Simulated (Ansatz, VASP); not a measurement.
Rh in VASP and in Ansatz

The input INCAR:

```
  ALGO = Normal
  EDIFF = 1E-6
  ENCUT = 520
  GGA = PE
  ISIF = 2
  ISMEAR = 0
  LASPH = True
  LCHARG = False
  LREAL = False
  LWAVE = False
  NBANDS = 14
  NELM = 80
  PREC = Accurate
  SIGMA = 0.1
```

KPOINTS

```
k-points
0
Gamma
  24 24 24
```

The input POSCAR:

```
Rh
1.0
    0.0000000000      1.8756780057      1.8756780057
    1.8756780057      0.0000000000      1.8756780057
    1.8756780057      1.8756780057      0.0000000000
Rh
1
Direct
    0.0000000000      0.0000000000      0.0000000000
```

Input for Ansatz:

```yaml
crystal:
  lattice:
    - [0.0, 1.8756780057, 1.8756780057]
    - [1.8756780057, 0.0, 1.8756780057]
    - [1.8756780057, 1.8756780057, 0.0]
  atoms:
    - { symbol: Rh, position: [0.0, 0.0, 0.0] }
basis:
  ecutwfc: 420
kpoints:
  mp_grid: { grid: [24, 24, 24] }
hamiltonian:
  xc: pbe
scf:
  occupations: { method: gaussian, width: 0.1 }
output:
  forces: true
  stress: true
  eigenvalues: true
```

Alike in both runs: task single point; functional PBE; k mesh 24 × 24 × 24; occupations gaussian, width 0.1 eV; no spin polarisation.

|  | VASP | Ansatz |
| --- | --- | --- |
| version | VASP 6.6.1 | Ansatz 0.2.0 |
| potentials or method | VASP PAW PBE potentials, release 64 (Rh_pv), cutoff 520 eV | scalar-relativistic, plane waves, PAW |
| valence electrons in the cell | 15 | 17 |

VASP gave:

```
gap on the k mesh at the Fermi level (eV) : none
pressure (GPa)                            : 18.9
```

Q: What did Ansatz give for the same quantities?

A: gap on the k mesh at the Fermi level (eV): none; pressure (GPa): 18.7.

A gap of «none» marks a metal or a gap that the smearing closes. VASP's potentials hold 15 valence electrons a cell and Ansatz's 17, so a difference there can come from the potentials and not from the codes.
